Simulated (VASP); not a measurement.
TiC: single point with PBE

Crystal: TiC.

```
Ti C
1.0
     3.04209    0.00000    0.00000
    -1.52104    2.63452    0.00000
     0.00000    0.00000    2.69797
Ti C
1 1
Direct
  0.00000 0.00000 0.50000
  0.33333 0.66667 0.00000
```

```
Program             : VASP 6.6.1
Task                : single point
Functional          : PBE
Potentials or basis : VASP PAW PBE potentials, release 64 (Ti_sv, C)
Cutoff              : 520 eV
k mesh              : 10 × 10 × 10
Occupations         : gaussian, width 0.016 eV
Spin                : no spin polarisation
```

The pressure is 0.3 GPa. The band gap on the k mesh is zero (band 8 reaches 8.68 eV, above the bottom of band 9 at 8.61 eV).

Stress tensor (GPa, compression positive):
```
0.34 0.00 0.00
0.00 0.34 0.00
0.00 0.00 0.15
```

Levels at points of the mesh, in eV from the Fermi level:
| k point | band 5 | band 6 | band 7 | band 8 | band 9 | band 10 | band 11 | band 12 |
| --- | --- | --- | --- | --- | --- | --- | --- | --- |
| (0.00, 0.00, 0.00) | -12.00 | -1.60 | -1.60 | -0.97 | 2.30 | 3.32 | 3.32 | 5.67 |
| (0.50, 0.00, 0.00) | -9.61 | -4.87 | -0.77 | -0.31 | 0.22 | 3.02 | 3.46 | 3.72 |
| (0.50, 0.50, 0.00) | -9.61 | -4.87 | -0.77 | -0.31 | 0.22 | 3.02 | 3.46 | 3.72 |
| (0.00, 0.00, 0.50) | -8.87 | -5.61 | -0.51 | -0.51 | 1.12 | 1.12 | 4.69 | 4.73 |
| (0.50, 0.00, 0.50) | -8.79 | -4.01 | -2.57 | -2.23 | 1.48 | 3.27 | 4.34 | 5.55 |
| (0.50, 0.50, 0.50) | -8.79 | -4.01 | -2.57 | -2.23 | 1.48 | 3.27 | 4.34 | 5.55 |

Wall time 35 s on 1 thread of AMD EPYC 9R45 96-Core Processor (Zen 5) (shared host), peak memory 0.15 GiB.
